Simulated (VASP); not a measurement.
LiH, 2 atoms in the cell. It takes space group Fm-3m (No. 225, cubic). The conventional cell has a = 3.976 Å, b = 3.976 Å, c = 3.976 Å, α = 90.00°, β = 90.00°, γ = 90.00°. Within 2.6 Å of Li (site symmetry m-3m) lie 6 H at 1.99 Å. Within 2.6 Å of H (site symmetry m-3m) lie 6 Li at 1.99 Å. 

```yaml
Program: VASP 6.6.1
Task: relaxation of the atoms
Functional: r2SCAN
Potentials_or_basis: VASP PAW PBE potentials, release 64 (Li_sv, H)
Cutoff: 520 eV
k_mesh: 12 × 12 × 12
Occupations: fermi-dirac, width 0.02 eV
Spin: no spin polarisation
Dipole_correction: no
Further_INCAR_settings: ALGO = Normal; EDIFF = 1e-06; IBRION = 2; EDIFFG = -0.01; NSW = 50
```

Potentials or basis: VASP PAW PBE potentials, release 64 (Li_sv, H).

Run with:

```sh
$ cat potpaw_PBE.64/Li_sv/POTCAR potpaw_PBE.64/H/POTCAR > POTCAR
$ cp INCAR.step1 INCAR
$ mpirun -np 1 vasp_std > vasp.out
$ cp INCAR.step2 INCAR
$ mpirun -np 1 vasp_std > vasp.out
```

Hardware: 1 thread of Oxide Virtual Turin-like Processor, with other jobs on the host.

Q: Estimate the wall time of this run.

A: Wall time 70 s on 1 thread of Oxide Virtual Turin-like Processor, with other jobs on the host, peak memory 0.1 GiB. Counts: k points 72, ion steps 1.
